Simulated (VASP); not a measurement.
Here is a VASP 6.6.1 calculation.

Contents of INCAR:

```
SYSTEM = InAs
ALGO = Normal
EDIFF = 1E-7
EDIFFG = -0.001
ENCUT = 600
GGA = PS
IBRION = 2
ISIF = 3
ISMEAR = -1
LASPH = .True.
LCHARG = .False.
LREAL = .False.
LWAVE = .False.
NELM = 80
NSW = 80
PREC = Accurate
SIGMA = 0.15
```

File KPOINTS:

```
k-points
0
Gamma
  12 12 12
  0 0 0
```

File POSCAR:

```
InAs
1.0
    0.0000000000      3.0437950975      3.0437950975
    3.0437950975      0.0000000000      3.0437950975
    3.0437950975      3.0437950975      0.0000000000
In As
1 1
Direct
    0.2500000000      0.2500000000      0.2500000000
    0.0000000000      0.0000000000      0.0000000000
```

Potentials or basis: VASP PAW PBE potentials, release 64 (In_d, As).

Command:

```console
$ cat potpaw_PBE.64/In_d/POTCAR potpaw_PBE.64/As/POTCAR > POTCAR
$ mpirun -np 1 vasp_std > vasp.out
```

(1) Estimate the band gap on the k mesh.

(2) Estimate the relaxed cell.

(3) Estimate the relaxed volume.

Results:

(1) zero (filled and empty bands touch).

(2) a = 4.307 Å, b = 4.307 Å, c = 4.307 Å, α = 60.00°, β = 60.00°, γ = 60.00°.

(3) 28.25 Å³/atom.

Caveat: semilocal functionals underestimate gaps, so a narrow gap can read as zero; the PAW data sets were made with another functional, which shifts forces and pressure a little; spin-orbit coupling is left out, which moves the levels of the heavy elements.
